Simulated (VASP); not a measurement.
# Os (P6_3/mmc) in VASP: a series of runs

Runs on Os. Level: PBE. Tasks: single point.

Program: VASP 6.6.1. These are calculated values, not measurements. Logs are shortened: lines on timing, memory, paths and dates and some standing lists are left out, and cuts for length are marked.

**1. The cell of the first run**

The structure is hexagonal, space group P6_3/mmc (No. 194). Conventional cell: a = 2.789 Å, b = 2.789 Å, c = 4.320 Å, α = 90.00°, β = 90.00°, γ = 120.00°. Os (site symmetry -6m2) has 12 Os at 2.69 to 2.79 Å within 3.6 Å.

**2. Single point, PBE (equal xx and yy strain of +2 %)**

INCAR reads:

```
ALGO = Normal
EDIFF = 1E-6
ENCUT = 600
GGA = PE
GGA_COMPAT = F
ISIF = 2
ISMEAR = -1
LASPH = T
LCHARG = F
LREAL = F
LWAVE = F
NBANDS = 15
NELM = 120
PREC = Accurate
SIGMA = 0.05
```

KPOINTS reads:

```
k-points
0
Gamma
  15 15 9
```

POSCAR reads:

```
Os
1.0
    2.7887819750      0.0000000000      0.0000000000
   -1.3943909876      2.4151560360      0.0000000000
    0.0000000000      0.0000000000      4.3197000000
Os
2
Direct
    0.3333333333      0.6666666667      0.2500000000
    0.6666666667      0.3333333333      0.7500000000
```

Potentials or basis: VASP PAW PBE potentials, release 64 (Os).

Started as:

```bash
> cat potpaw_PBE.64/Os/POTCAR > POTCAR
> mpirun -np 1 vasp_std > vasp.out
```

OUTCAR:

```text
EDIFF = 1E-6
   ENCUT = 600
   GGA = PE
   ISIF = 2
   ISMEAR = -1
   LASPH = T
   LREAL = F
   NELM = 120
   PREC = Accurate

 ion  position               nearest neighbor table
   1  0.333  0.667  0.250-   2 2.69   2 2.69   2 2.69   2 2.69   2 2.69   2 2.69
   2  0.667  0.333  0.750-   1 2.69   1 2.69   1 2.69   1 2.69   1 2.69   1 2.69

  LATTYP: Found a hexagonal cell.
 ALAT       =     2.7887819750
 C/A-ratio  =     1.5489557946

  Lattice vectors:

 A1 = (   2.7887819750,   0.0000000000,   0.0000000000)
 A2 = (  -1.3943909876,   2.4151560360,   0.0000000000)
 A3 = (   0.0000000000,   0.0000000000,   4.3197000000)

Analysis of symmetry for initial positions (statically):
=====================================================================
 Subroutine PRICEL returns:
 Original cell was already a primitive cell.

 Routine SETGRP: Setting up the symmetry group for a
 hexagonal supercell.

 Subroutine GETGRP returns: Found 24 space group operations
 (whereof 12 operations were pure point group operations)
 out of a pool of 24 trial point group operations.

The static configuration has the point symmetry D_3d.
 The point group associated with its full space group is D_6h.

Analysis of symmetry for dynamics (positions and initial velocities):
=====================================================================
 Subroutine PRICEL returns:
 Original cell was already a primitive cell.

 Routine SETGRP: Setting up the symmetry group for a
 hexagonal supercell.

 Subroutine GETGRP returns: Found 24 space group operations
 (whereof 12 operations were pure point group operations)
 out of a pool of 24 trial point group operations.

The dynamic configuration has the point symmetry D_3d.
 The point group associated with its full space group is D_6h.

 Subroutine INISYM returns: Found 24 space group operations
 (whereof 12 operations are pure point group operations),
 and found     1 'primitive' translations

----------------------------------------------------------------------------------------

                                     Primitive cell

  volume of cell :      29.0947

  direct lattice vectors                    reciprocal lattice vectors
     2.788781975  0.000000000  0.000000000     0.358579483  0.207025961  0.000000000
    -1.394390988  2.415156036  0.000000000     0.000000000  0.414051923  0.000000000
     0.000000000  0.000000000  4.319700000     0.000000000  0.000000000  0.231497558

  length of vectors
     2.788781975  2.788781975  4.319700000     0.414051923  0.414051923  0.231497558

  position of ions in fractional coordinates (direct lattice)
     0.333333333  0.666666667  0.250000000
     0.666666667  0.333333333  0.750000000

  ion indices of the primitive-cell ions
   primitive index   ion index
                 1           1
                 2           2

----------------------------------------------------------------------------------------

 KPOINTS: k-points

Automatic generation of k-mesh.
 Grid dimensions read from file:
 generate k-points for:   15   15    9

 Generating k-lattice:

  Cartesian coordinates                     Fractional coordinates (reciprocal lattice)
     0.023905299  0.013801731  0.000000000     0.066666667  0.000000000  0.000000000
     0.000000000  0.027603462  0.000000000     0.000000000  0.066666667  0.000000000
     0.000000000  0.000000000  0.025721951     0.000000000  0.000000000  0.111111111

  Length of vectors
     0.027603462  0.027603462  0.025721951

  Shift w.r.t. Gamma in fractional coordinates (k-lattice)
     0.000000000  0.000000000  0.000000000

 Subroutine IBZKPT returns following result:
 ===========================================

 Found    135 irreducible k-points:

 Following reciprocal coordinates:
            Coordinates               Weight
  0.000000  0.000000  0.000000      1.000000
  0.066667 -0.000000  0.000000      6.000000
  0.133333 -0.000000  0.000000      6.000000
  0.200000 -0.000000  0.000000      6.000000
  0.266667 -0.000000  0.000000      6.000000
  0.333333 -0.000000  0.000000      6.000000
[... 16 lines left out ...]
  0.333333  0.200000  0.000000     12.000000
  0.400000  0.200000  0.000000      6.000000
 [... further k-points ...]
   k-points           NKPTS =    135   k-points in BZ     NKDIM =    135   number of bands    NBANDS=     15
   number of dos      NEDOS =    301   number of ions     NIONS =      2
   total plane-waves  NPLWV =  20736
   dimension x,y,z NGX =    24 NGY =   24 NGZ =   36
   dimension x,y,z NGXF=    48 NGYF=   48 NGZF=   72
   ions per type =               2
   NGX,Y,Z   is equivalent  to a cutoff of  14.31, 14.31, 13.85 a.u.
   NGXF,Y,Z  is equivalent  to a cutoff of  28.61, 28.61, 27.71 a.u.
 SYSTEM =  unknown system
   PREC   = accura    normal or accurate (medium, high low for compatibility)
   ISTART =      0    job   : 0-new  1-cont  2-samecut
   ICHARG =      2    charge: 1-file 2-atom 10-const
   ISPIN  =      1    spin polarized calculation?
   LNONCOLLINEAR =      F non collinear calculations
   LSORBIT =      F    spin-orbit coupling
   LASPH  =      T    aspherical Exc in radial PAW
   ENCUT  =  600.0 eV  44.10 Ry    6.64 a.u.   5.57  5.57  8.63*2*pi/ulx,y,z
   NELM   =    120;   NELMIN=  2; NELMDL= -5     # of ELM steps
   EDIFF  = 0.1E-05   stopping-criterion for ELM
   LREAL  =      F    real-space projection
   EDIFFG = 0.1E-04   stopping-criterion for IOM
   NSW    =      0    number of steps for IOM
   IBRION =     -1    ionic relax: 0-MD 1-quasi-New 2-CG
   NFREE  =      0    steps in history (QN), initial steepest desc. (CG)
   ISIF   =      2    stress and relaxation
   ISYM   =      2    0-nonsym 1-usesym 2-fastsym
   POTIM  = 0.5000    time-step for ionic-motion
   TEBEG  =    0.0;   TEEND  =   0.0 temperature during run
   PSTRESS=    0.0 pullay stress
   NELECT =      16.0000    total number of electrons
   NUPDOWN=      -1.0000    fix difference up-down
   EMIN   =  10.00;   EMAX   =-10.00  energy-range for DOS
   EFERMI =   0.00;   METHOD = LEGACY
   ISMEAR =    -1;   SIGMA  =   0.05  broadening in eV -4-tet -1-fermi 0-gaus
   EFERMI_NEDOS =   21; number of points for ismear=-14 and -15
   IALGO  =     38    algorithm
   IMIX   =      4    mixing-type and parameters
     AMIX     =   0.40;   BMIX     =  1.00
     AMIX_MAG =   1.60;   BMIX_MAG =  1.00
  volume/ion in A,a.u.               =      14.55        98.17
  Fermi-wavevector in a.u.,A,eV,Ry     =   1.341252  2.534599 24.476294  1.798957
  Thomas-Fermi vector in A             =   2.469500
   LORBIT       =      0    0 simple, 1 ext, 2 COOP (PROOUT), +10 PAW based schemes
   GGA     = PE    functional components
   LHFCALC =     F    Hartree Fock is set to
   AEXX    =    0.0000 exact exchange contribution
   IVDW    =     0    specifies the selected vdW correction
   LEPSILON=     F    determine dielectric tensor
   LRPA    =     F    only Hartree local field effects (RPA)
 non-spin polarized calculation
  energy-cutoff  :      600.00
  volume of cell :       29.09
 maximum number of plane-waves:      1007
 NGX is ok and might be reduce to    24
   NGX = 11   NGY = 11   NGZ = 17

 number of electron      15.9999999 magnetization

 Free energy of the ion-electron system (eV)
  ---------------------------------------------------
  ext. energy  EPLUGINS =         0.00000000
  ---------------------------------------------------
  free energy    TOTEN  =       -22.48473978 eV

  energy without entropy =      -22.47473345  energy(sigma->0) =      -22.47973661

 E-fermi :   8.8757     XC(G=0): -13.8307

 val. band max:        8.8609493976   @ k =   0.2667   0.1333   0.0000
 cond. band min:       8.8848841030   @ k =   0.1333  -0.0000   0.3333
 fundamental gap:      0.0239347054
 Fermi energy:         8.8757261118

 k-point     1 :       0.0000    0.0000    0.0000
  band No.  band energies     occupation
      1      -1.7046      2.00000
      2       1.4836      2.00000
      3       5.9742      2.00000
      4       5.9742      2.00000
      5       6.4556      2.00000
      6       6.8154      2.00000
      7       6.8154      2.00000
      8       7.2327      2.00000
      9       7.2327      2.00000
     10       9.1343      0.01128
     11      10.4676      0.00000
     12      10.4676      0.00000
     13      17.7467      0.00000
     14      22.8295      0.00000
     15      25.8696      0.00000

 k-point     2 :       0.0667   -0.0000    0.0000
  band No.  band energies     occupation
      1      -1.5349      2.00000
      2       1.6301      2.00000
      3       5.6611      2.00000
      4       6.1211      2.00000
      5       6.6936      2.00000
      6       6.7521      2.00000
      7       6.9510      2.00000
      8       7.0421      2.00000
      9       7.1143      2.00000
     10       8.3229      1.99997
     11      10.5540      0.00000
     12      11.5347      0.00000
     13      17.7356      0.00000
     14      23.1682      0.00000
     15      26.0756      0.00000

 k-point     3 :       0.1333   -0.0000    0.0000
  band No.  band energies     occupation
      1      -1.0449      2.00000
      2       2.0259      2.00000
      3       5.1660      2.00000
      4       6.3046      2.00000
      5       6.4575      2.00000
      6       6.5535      2.00000
      7       6.8133      2.00000
      8       7.1947      2.00000
      9       7.3486      2.00000
     10       7.6233      2.00000
     11      10.7628      0.00000
     12      13.1769      0.00000
     13      17.6711      0.00000
     14      23.9985      0.00000
     15      26.5333      0.00000
[... 343 lines left out ...]
 k-point    23 :       0.3333    0.2000    0.0000
  band No.  band energies     occupation
      1       2.8371      2.00000
      2       2.9200      2.00000
      3       3.1411      2.00000
      4       4.7251      2.00000
      5       5.3366      2.00000
      6       6.2934      2.00000
      7       7.2527      2.00000
      8       9.8138      0.00000
      9      10.8561      0.00000
     10      11.1580      0.00000
     11      12.8396      0.00000
     12      15.1511      0.00000
     13      17.2675      0.00000
     14      19.2252      0.00000
     15      21.8204      0.00000

 k-point    24 :       0.4000    0.2000    0.0000
  band No.  band energies     occupation
      1       2.7380      2.00000
      2       3.0165      2.00000
      3       3.0556      2.00000
      4       4.9948      2.00000
      5       5.3611      2.00000
      6       6.1748      2.00000
      7       7.4400      2.00000
      8      10.2950      0.00000
      9      10.8090      0.00000
     10      11.1587      0.00000
     11      13.5114      0.00000
     12      14.1321      0.00000
     13      16.7851      0.00000
     14      19.8488      0.00000
     15      22.4058      0.00000

 [... further k-points ...]
[... 5 lines left out ...]
  --------------------------------------------------------------------------------------
  -------------------------------------------------------------------------------------
  Total       -1.8528360     -1.8528360     -0.0034170      0.0000000     -0.0000000      0.0000000
  in kB     -102.0314893   -102.0314893     -0.1881639      0.0000000     -0.0000000      0.0000000
  external PRESSURE =     -68.0837142 kB  Pullay stress =       0.0000000 kB

 VOLUME and BASIS-vectors are now :
 -----------------------------------------------------------------------------
  energy-cutoff  :      600.00
  volume of cell :       29.09
      direct lattice vectors                 reciprocal lattice vectors
     2.788781975  0.000000000  0.000000000     0.358579483  0.207025961  0.000000000
    -1.394390988  2.415156036  0.000000000     0.000000000  0.414051923  0.000000000
     0.000000000  0.000000000  4.319700000     0.000000000  0.000000000  0.231497558

 POSITION                                       TOTAL-FORCE (eV/Angst)
 -----------------------------------------------------------------------------------
     -0.00000      1.61010      1.07993        -0.000000      0.000000      0.000000
      1.39439      0.80505      3.23977         0.000000     -0.000000      0.000000
 -----------------------------------------------------------------------------------
    total drift:                               -0.000000      0.000000     -0.000000

  FREE ENERGIE OF THE ION-ELECTRON SYSTEM (eV)
  ---------------------------------------------------
  free  energy   TOTEN  =       -22.4847397751 eV

  energy  without entropy=      -22.4747334535  energy(sigma->0) =      -22.47973661
```

It took 80 s on 1 thread of Intel Xeon 8259CL, shared host; peak memory 0.2 GiB.

What came out:

```
Free energy            : -22.4847 eV
Pressure               : -6.8 GPa
Band gap on the k mesh : zero (bands 8 and 9 overlap by 3.58 eV)
```

Levels at points of the mesh, in eV from the Fermi level:
```tsv
k point	band 6	band 7	band 8	band 9	band 10	band 11
(0.00, 0.00, 0.00)	-2.06	-2.06	-1.64	-1.64	0.26	1.59
```

Caveat: the cell differs from its parent crystal (equal xx and yy strain of +2 %); the cell stands under tension; spin-orbit coupling is left out, which moves the levels of the heavy elements.

[end of part 1 of 3]
